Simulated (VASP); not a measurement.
Write the native input for VASP 6.6.1 that does the following.

```yaml
Task: relaxation of cell and atoms
Functional: PBE
Potentials_or_basis: VASP PAW PBE potentials, release 64 (W_sv, S)
Cutoff: 600 eV
k_mesh: 12 × 12 × 2
Occupations: gaussian, width 0.02 eV
Spin: no spin polarisation
Dipole_correction: no
Further_INCAR_settings: ALGO = Normal; EDIFF = 1e-06; IBRION = 2; EDIFFG = -0.005; NSW = 100; ISIF = 3
```

The structure of WS2 lies in POSCAR:

```
WS2
1.0
    3.1877751740      0.0000000029      0.0000000000
   -1.5938875895      2.7606942808      0.0000000000
    0.0000000000      0.0000000000     14.8712784403
W S
2 4
Direct
    0.3333333333      0.6666666667      0.2500000000
    0.6666666667      0.3333333333      0.7500000000
    0.3333333333      0.6666666667      0.6443541067
    0.6666666667      0.3333333333      0.1443541067
    0.3333333333      0.6666666667      0.8556458933
    0.6666666667      0.3333333333      0.3556458933
```

One way to write it, as run:

INCAR

```
SYSTEM = WS2
PREC = Accurate
ENCUT = 600
EDIFF = 1E-6
ISMEAR = 0
SIGMA = 0.02
LREAL = .FALSE.
LASPH = .TRUE.
NELM = 100
ALGO = Normal
ISIF = 3
LWAVE = .FALSE.
LCHARG = .FALSE.
GGA = PE
IBRION = 2
NSW = 100
EDIFFG = -0.005
```

KPOINTS

```
regular mesh
0
G
  12 12 2
  0 0 0
```

Potentials or basis: VASP PAW PBE potentials, release 64 (W_sv, S).

Run with:

```bash
$ cat potpaw_PBE.64/W_sv/POTCAR potpaw_PBE.64/S/POTCAR > POTCAR
$ mpirun -np 1 vasp_std > vasp.out
```

Results of the run:

```
Pressure after relaxing : 0.0 GPa
Band gap on the k mesh  : 1.64 eV, indirect (least direct gap 1.80 eV)
```

Caveat: the relaxation stopped at its first step, so nothing moved; spin-orbit coupling is left out, which moves the levels of the heavy elements; this functional lacks dispersion, which binds the layers, so the pressure and a relaxed spacing across them are unreliable.

Wall time 3.5 min on 1 thread of Intel Xeon 6975P-C, on a shared host, peak memory 0.39 GiB.
